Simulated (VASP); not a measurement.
# KCl: single point with r2SCAN

Crystal: KCl.

```
K Cl
1.0
     0.00000    3.50728    3.50728
     3.50728    0.00000    3.50728
     3.50728    3.50728    0.00000
K Cl
1 1
Direct
  0.00000 0.00000 0.00000
  0.25000 0.25000 0.25000
```

```json
{
 "Program": "VASP 6.6.1",
 "Task": "single point",
 "Functional": "r2SCAN",
 "Potentials or basis": "VASP PAW PBE potentials, release 64 (K_sv, Cl)",
 "Cutoff": "520 eV",
 "k mesh": "4 × 4 × 4",
 "Occupations": "gaussian, width 0.001 eV",
 "Spin": "no spin polarisation",
 "Dipole correction": "no",
 "Further INCAR settings": "ALGO = Normal; EDIFF = 1e-06; NBANDS = 15"
}
```

| Item | Value |
| --- | --- |
| Pressure | 0.0 GPa |
| Band gap on the k mesh | 5.35 eV (least direct gap 5.39 eV) |

Levels at points of the mesh, in eV from the valence-band top:
```csv
k point,band 5,band 6,band 7,band 8,band 9,band 10,band 11,band 12
"(0.00, 0.00, 0.00)",-11.07,-0.04,-0.04,-0.04,5.35,10.14,10.14,11.15
"(0.50, 0.00, 0.00)",-10.89,-0.33,-0.01,-0.01,7.79,8.10,9.67,9.67
"(0.50, 0.50, 0.00)",-10.81,-0.39,0.00,0.00,7.17,8.29,10.89,11.10
```

It took 2.4 min on 1 thread of AMD EPYC 7R13 (shared host), peak memory 0.22 GiB.

Caveat: the structure was generated, so it needn't be the stable form of KCl; the PAW data sets were made with another functional, which shifts forces and pressure a little. A k mesh can miss the band edges.
